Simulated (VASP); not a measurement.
# Mg (Fd-3m) in VASP: notebook

Runs on Mg. Level: LDA. Tasks: relaxation of cell and atoms, single point.

Program: VASP 6.6.1. These are calculated values, not measurements. Logs are shortened: lines on timing, memory, paths and dates and some standing lists are left out, and cuts for length are marked.

## (1) The cell of the first run

Symmetry: Fd-3m, No. 227, cubic system. The conventional cell has a = 6.308 Å, b = 6.308 Å, c = 6.308 Å, α = 90.00°, β = 90.00°, γ = 90.00°. Mg (site symmetry -43m) has 4 Mg at 2.73 Å within 3.6 Å.

## (2) Relaxation of cell and atoms, LDA

Contents of INCAR:

```
SYSTEM = Mg
  PREC = Accurate
  ENCUT = 600
  EDIFF = 1E-7
  ISMEAR = -1
  SIGMA = 0.1
  LREAL = .False.
  LASPH = .True.
  NELM = 80
  ALGO = Normal
  ISIF = 3
  LWAVE = .False.
  LCHARG = .False.
  GGA = CA
  IBRION = 2
  NSW = 80
  EDIFFG = -0.01
```

Contents of KPOINTS:

```
regular mesh
0
Gamma
  9 9 9
  0 0 0
```

Contents of POSCAR:

```
Mg
1.0
    0.0000000000      3.1538244874      3.1538244874
    3.1538244874      0.0000000000      3.1538244874
    3.1538244874      3.1538244874      0.0000000000
Mg
2
Direct
    0.1250000000      0.1250000000      0.1250000000
    0.8750000000      0.8750000000      0.8750000000
```

Potentials or basis: VASP PAW LDA potentials, release 64 (Mg).

Started as:

```sh
> cat potpaw_LDA.64/Mg/POTCAR > POTCAR
> mpirun -np 1 vasp_std > vasp.out
```

OUTCAR:

```text
SYSTEM = Mg
   PREC = Accurate
   ENCUT = 600
   EDIFF = 1E-7
   ISMEAR = -1
   LREAL = .False.
   LASPH = .True.
   NELM = 80
   ISIF = 3
   GGA = CA
   IBRION = 2
   NSW = 80
   EDIFFG = -0.01

 ion  position               nearest neighbor table
   1  0.125  0.125  0.125-   2 2.73   2 2.73   2 2.73   2 2.73
   2  0.875  0.875  0.875-   1 2.73   1 2.73   1 2.73   1 2.73

  LATTYP: Found a face centered cubic cell.
 ALAT       =     6.3076489748

  Lattice vectors:

 A1 = (   0.0000000000,   3.1538244874,   3.1538244874)
 A2 = (   3.1538244874,   0.0000000000,   3.1538244874)
 A3 = (   3.1538244874,   3.1538244874,   0.0000000000)

Analysis of symmetry for initial positions (statically):
=====================================================================
 Subroutine PRICEL returns:
 Original cell was already a primitive cell.

 Routine SETGRP: Setting up the symmetry group for a
 face centered cubic supercell.

 Subroutine GETGRP returns: Found 48 space group operations
 (whereof 12 operations were pure point group operations)
 out of a pool of 48 trial point group operations.

The static configuration has the point symmetry D_3d.
 The point group associated with its full space group is O_h .

Analysis of symmetry for dynamics (positions and initial velocities):
=====================================================================
 Subroutine PRICEL returns:
 Original cell was already a primitive cell.

 Routine SETGRP: Setting up the symmetry group for a
 face centered cubic supercell.

 Subroutine GETGRP returns: Found 48 space group operations
 (whereof 12 operations were pure point group operations)
 out of a pool of 48 trial point group operations.

The dynamic configuration has the point symmetry D_3d.
 The point group associated with its full space group is O_h .

 Subroutine INISYM returns: Found 48 space group operations
 (whereof 12 operations are pure point group operations),
 and found     1 'primitive' translations

----------------------------------------------------------------------------------------

                                     Primitive cell

  volume of cell :      62.7397

  direct lattice vectors                    reciprocal lattice vectors
     0.000000000  3.153824487  3.153824487    -0.158537674  0.158537674  0.158537674
     3.153824487  0.000000000  3.153824487     0.158537674 -0.158537674  0.158537674
     3.153824487  3.153824487  0.000000000     0.158537674  0.158537674 -0.158537674

  length of vectors
     4.460181363  4.460181363  4.460181363     0.274595307  0.274595307  0.274595307

  position of ions in fractional coordinates (direct lattice)
     0.125000000  0.125000000  0.125000000
     0.875000000  0.875000000  0.875000000

  ion indices of the primitive-cell ions
   primitive index   ion index
                 1           1
                 2           2

----------------------------------------------------------------------------------------

 KPOINTS: regular mesh

Automatic generation of k-mesh.
 Grid dimensions read from file:
 generate k-points for:    9    9    9

 Generating k-lattice:

  Cartesian coordinates                     Fractional coordinates (reciprocal lattice)
    -0.017615297  0.017615297  0.017615297     0.111111111  0.000000000  0.000000000
     0.017615297 -0.017615297  0.017615297     0.000000000  0.111111111  0.000000000
     0.017615297  0.017615297 -0.017615297     0.000000000  0.000000000  0.111111111

  Length of vectors
     0.030510590  0.030510590  0.030510590

  Shift w.r.t. Gamma in fractional coordinates (k-lattice)
     0.000000000  0.000000000  0.000000000

 Subroutine IBZKPT returns following result:
 ===========================================

 Found     35 irreducible k-points:

 Following reciprocal coordinates:
            Coordinates               Weight
  0.000000  0.000000  0.000000      1.000000
  0.111111  0.000000  0.000000      8.000000
  0.222222  0.000000  0.000000      8.000000
  0.333333  0.000000  0.000000      8.000000
  0.444444  0.000000  0.000000      8.000000
  0.111111  0.111111  0.000000      6.000000
[... 16 lines left out ...]
 -0.333333  0.333333  0.000000     12.000000
  0.444444  0.444444  0.000000      6.000000
 [... further k-points ...]
   k-points           NKPTS =     35   k-points in BZ     NKDIM =     35   number of bands    NBANDS=      6
   number of dos      NEDOS =    301   number of ions     NIONS =      2
   total plane-waves  NPLWV =  46656
   dimension x,y,z NGX =    36 NGY =   36 NGZ =   36
   dimension x,y,z NGXF=    72 NGYF=   72 NGZF=   72
   ions per type =               2
   NGX,Y,Z   is equivalent  to a cutoff of  13.42, 13.42, 13.42 a.u.
   NGXF,Y,Z  is equivalent  to a cutoff of  26.84, 26.84, 26.84 a.u.
 SYSTEM =  Mg
   PREC   = accura    normal or accurate (medium, high low for compatibility)
   ISTART =      0    job   : 0-new  1-cont  2-samecut
   ICHARG =      2    charge: 1-file 2-atom 10-const
   ISPIN  =      1    spin polarized calculation?
   LNONCOLLINEAR =      F non collinear calculations
   LSORBIT =      F    spin-orbit coupling
   LASPH  =      T    aspherical Exc in radial PAW
   ENCUT  =  600.0 eV  44.10 Ry    6.64 a.u.   8.91  8.91  8.91*2*pi/ulx,y,z
   NELM   =     80;   NELMIN=  2; NELMDL= -5     # of ELM steps
   EDIFF  = 0.1E-06   stopping-criterion for ELM
   LREAL  =      F    real-space projection
   EDIFFG = -.1E-01   stopping-criterion for IOM
   NSW    =     80    number of steps for IOM
   IBRION =      2    ionic relax: 0-MD 1-quasi-New 2-CG
   NFREE  =      1    steps in history (QN), initial steepest desc. (CG)
   ISIF   =      3    stress and relaxation
   ISYM   =      2    0-nonsym 1-usesym 2-fastsym
   POTIM  = 0.5000    time-step for ionic-motion
   TEBEG  =    0.0;   TEEND  =   0.0 temperature during run
   PSTRESS=    0.0 pullay stress
   NELECT =       4.0000    total number of electrons
   NUPDOWN=      -1.0000    fix difference up-down
   EMIN   =  10.00;   EMAX   =-10.00  energy-range for DOS
   EFERMI =   0.00;   METHOD = LEGACY
   ISMEAR =    -1;   SIGMA  =   0.10  broadening in eV -4-tet -1-fermi 0-gaus
   EFERMI_NEDOS =   21; number of points for ismear=-14 and -15
   IALGO  =     38    algorithm
   IMIX   =      4    mixing-type and parameters
     AMIX     =   0.40;   BMIX     =  1.00
     AMIX_MAG =   1.60;   BMIX_MAG =  1.00
  volume/ion in A,a.u.               =      31.37       211.69
  Fermi-wavevector in a.u.,A,eV,Ry     =   0.654004  1.235889  5.819507  0.427722
  Thomas-Fermi vector in A             =   1.724425
   LORBIT       =      0    0 simple, 1 ext, 2 COOP (PROOUT), +10 PAW based schemes
   GGA     = CA    functional components
   LHFCALC =     F    Hartree Fock is set to
   AEXX    =    0.0000 exact exchange contribution
   IVDW    =     0    specifies the selected vdW correction
   LEPSILON=     F    determine dielectric tensor
   LRPA    =     F    only Hartree local field effects (RPA)
 conjugate gradient relaxation of ions
 non-spin polarized calculation
  energy-cutoff  :      600.00
  volume of cell :       62.74
 maximum number of plane-waves:      2122
   NGX = 17   NGY = 17   NGZ = 17

--------------------------------------- Ionic step        1  -------------------------------------------

 number of electron       4.0000000 magnetization

 Free energy of the ion-electron system (eV)
  ---------------------------------------------------
  ext. energy  EPLUGINS =         0.00000000
  ---------------------------------------------------
  free energy    TOTEN  =        -1.88438879 eV

  energy without entropy =       -1.85069639  energy(sigma->0) =       -1.86754259

------------------------ aborting loop because EDIFF is reached ----------------------------------------

  FORCE on cell =-STRESS in cart. coord.  units (eV):
  Direction    XX          YY          ZZ          XY          YZ          ZX
  --------------------------------------------------------------------------------------
  -------------------------------------------------------------------------------------
  Total        1.2232966      1.2232966      1.2232966      0.0000000      0.0000000      0.0000000
  in kB       31.2391920     31.2391920     31.2391920      0.0000000      0.0000000      0.0000000
  external PRESSURE =      31.2391920 kB  Pullay stress =       0.0000000 kB
[... 129 lines left out ...]
  energy  without entropy=       -1.9458079244  energy(sigma->0) =       -1.96489907

--------------------------------------- Ionic step        5  -------------------------------------------

 number of electron       4.0000000 magnetization

 Free energy of the ion-electron system (eV)
  ---------------------------------------------------
  ext. energy  EPLUGINS =         0.00000000
  ---------------------------------------------------
  free energy    TOTEN  =        -1.98409342 eV

  energy without entropy =       -1.94609610  energy(sigma->0) =       -1.96509476

 E-fermi :   0.1992     XC(G=0):  -7.0462

 val. band max:        0.0910597368   @ k =  -0.2222   0.3333   0.1111
 cond. band min:       0.2260634924   @ k =   0.3333   0.3333   0.0000
 fundamental gap:      0.1350037556
 Fermi energy:         0.1992202388

 k-point     1 :       0.0000    0.0000    0.0000
  band No.  band energies     occupation
      1      -4.9562      2.00000
      2       3.5681      0.00000
      3       3.5681      0.00000
      4       3.5681      0.00000
      5       4.6382      0.00000
      6       4.6382      0.00000

 k-point     2 :       0.1111    0.0000    0.0000
  band No.  band energies     occupation
      1      -4.8385      2.00000
      2       2.4866      0.00000
      3       3.3344      0.00000
      4       3.3344      0.00000
      5       4.8108      0.00000
      6       4.9640      0.00000
[... 190 lines left out ...]
 k-point    24 :       0.4444    0.4444    0.0000
  band No.  band energies     occupation
      1      -2.5087      2.00000
      2      -1.2171      2.00000
      3       1.2657      0.00005
      4       1.2657      0.00005
      5       2.6893      0.00000
      6       2.8380      0.00000

 [... further k-points ...]

------------------------ aborting loop because EDIFF is reached ----------------------------------------

  FORCE on cell =-STRESS in cart. coord.  units (eV):
  Direction    XX          YY          ZZ          XY          YZ          ZX
  --------------------------------------------------------------------------------------
  -------------------------------------------------------------------------------------
  Total        0.0002644      0.0002644      0.0002644      0.0000000     -0.0000000     -0.0000000
  in kB        0.0056870      0.0056870      0.0056870      0.0000000     -0.0000000     -0.0000000
  external PRESSURE =       0.0056870 kB  Pullay stress =       0.0000000 kB
[... 17 lines left out ...]
  FREE ENERGIE OF THE ION-ELECTRON SYSTEM (eV)
  ---------------------------------------------------
  free  energy   TOTEN  =        -1.9840934186 eV

  energy  without entropy=       -1.9460960972  energy(sigma->0) =       -1.96509476

 reached required accuracy - stopping structural energy minimisation
```

It took 24 s on 1 thread of Intel Xeon Platinum 8375C at 2.90GHz (Ice Lake), shared host; peak memory 0.17 GiB.

What came out:

```yaml
Free_energy: -1.9841 eV
Relaxed_volume: 37.25 Å³/atom
Relaxed_cell: a = 4.723 Å, b = 4.723 Å, c = 4.723 Å, α = 60.00°, β = 60.00°, γ = 60.00°
Space_group_after_relaxing_to_0.05_Å: Fd-3m (No. 227)
Energy_gained_by_relaxing: 49.9 meV/atom
Ionic_steps: 5
Pressure_after_relaxing: 0.0 GPa
Band_gap_on_the_k_mesh: zero (band 2 reaches 3.57 eV, above the bottom of band 3 at -0.31 eV)
```

The path:
```
step  energy change (eV)  largest force (eV/Å)  pressure (GPa)  volume (Å³)
   1              0.0000                0.0000            3.12        62.74
   2             -0.0768                0.0000            1.30        68.46
   3             -0.0888                0.0000           -0.71        79.22
   4             -0.0996                0.0000           -0.08        74.94
   5             -0.0997                0.0000            0.00        74.50
```

Final structure:
```
CELL_PARAMETERS angstrom
0.00000 3.33974 3.33974
3.33974 0.00000 3.33974
3.33974 3.33974 0.00000
ATOMIC_POSITIONS crystal
Mg 0.12500 0.12500 0.12500
Mg 0.87500 0.87500 0.87500
```

Levels at points of the mesh, in eV from the Fermi level:
```csv
k point,band 1,band 2,band 3,band 4,band 5
"(0.00, 0.00, 0.00)",-5.16,3.37,3.37,3.37,4.44
```

Caveat: the volume moved by over 15 % at a fixed basis, so the end points are rough.

## (3) Single point, LDA, non-collinear spin, zero start, spin-orbit coupling

This run uses another cell than the first one, of 37.48 Å³/atom, 1.195 times its volume.

Contents of INCAR:

```
ALGO = Normal
EDIFF = 1E-7
ENCUT = 520
GGA_COMPAT = False
ISIF = 2
ISMEAR = -1
LASPH = True
LCHARG = True
LNONCOLLINEAR = True
LORBIT = 11
LORBMOM = True
LREAL = False
LSORBIT = True
LVHAR = True
LWAVE = False
MAGMOM = 0 0 0 0 0 0
NBANDS = 16
NELM = 150
PREC = Accurate
SIGMA = 0.1
```

Contents of KPOINTS:

```
k-points
0
Gamma
  8 8 8
```

Contents of POSCAR:

```
Mg
1.0
    0.0000000000      3.3464940607      3.3464940607
    3.3464940607      0.0000000000      3.3464940607
    3.3464940607      3.3464940607      0.0000000000
Mg
2
Direct
    0.1250000000      0.1250000000      0.1250000000
    0.8750000000      0.8750000000      0.8750000000
```

Potentials or basis: VASP PAW LDA potentials, release 64 (Mg).

Started as:

```sh
> cat potpaw_LDA.64/Mg/POTCAR > POTCAR
> mpirun -np 1 vasp_ncl > vasp.out
```

Wall time 45 s (1 thread of Intel Xeon Platinum 8375C at 2.90GHz (Ice Lake), shared host); peak memory 0.31 GiB.

The run converged. Its results:

```
Free energy                                           : -1.9842 eV
Pressure                                              : -0.1 GPa
Net moment                                            : 0.00 μB per cell
Valence electrons inside the program's atomic spheres : Mg 0.38
```

Moments on the atoms (μB; x, y, z):
```
Mg  0.00 0.00 0.00
Mg  0.00 0.00 0.00
```
